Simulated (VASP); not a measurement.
## Pd: single point with RPBE

Pd:

```xyz
1
Lattice="-1.5184 1.5184 1.5184 1.5184 -1.5184 1.5184 1.5184 1.5184 -1.5184" Properties=species:S:1:pos:R:3 pbc="T T T"
Pd    0.0000    0.0000    0.0000
```

This isn't the form of Pd at room conditions, which is fcc.

```json
{
 "Program": "VASP 6.6.1",
 "Task": "single point",
 "Functional": "RPBE",
 "Potentials or basis": "VASP PAW PBE potentials, release 64 (Pd)",
 "Cutoff": "520 eV",
 "k mesh": "16 × 16 × 16",
 "Occupations": "fermi-dirac, width 0.05 eV",
 "Spin": "collinear spin",
 "Starting moments": "[0.5] μB"
}
```

```yaml
Pressure: 25.8 GPa
Band_gap_on_the_k_mesh: zero (filled and empty bands overlap)
Net_moment: 0.00 μB per cell
Valence_electrons_inside_the_program's_atomic_spheres: Pd 9.58
```

Levels at points of the mesh, in eV from the Fermi level:
Spin up:
| k point | band 3 | band 4 | band 5 | band 6 | band 7 | band 8 |
| --- | --- | --- | --- | --- | --- | --- |
| (0.00, 0.00, 0.00) | -3.22 | -3.22 | -1.07 | -1.07 | 19.47 | 19.47 |
| (0.50, 0.00, 0.00) | -1.14 | -0.80 | 0.66 | 1.33 | 8.45 | 15.27 |
| (0.50, 0.50, 0.50) | 0.24 | 0.24 | 0.24 | 9.49 | 9.49 | 9.49 |
Spin down:
```tsv
k point	band 1	band 2	band 3	band 4	band 5	band 6	band 7	band 8	band 9	band 10
(0.00, 0.00, 0.00)	-7.52	-3.21	-3.21	-3.21	-1.07	-1.07	19.47	19.47	19.47	26.24
(0.50, 0.00, 0.00)	-5.74	-4.53	-1.13	-0.80	0.66	1.33	8.45	15.27	18.50	25.23
(0.50, 0.50, 0.50)	-5.73	-5.73	0.24	0.24	0.24	9.49	9.49	9.49	18.33	18.33
```

It took 2.1 min on 1 thread of Intel Xeon 8259CL, on a shared host, peak memory 0.13 GiB.

Caveat: the cell stands under pressure; the PAW data sets were made with another functional, which shifts forces and pressure a little.
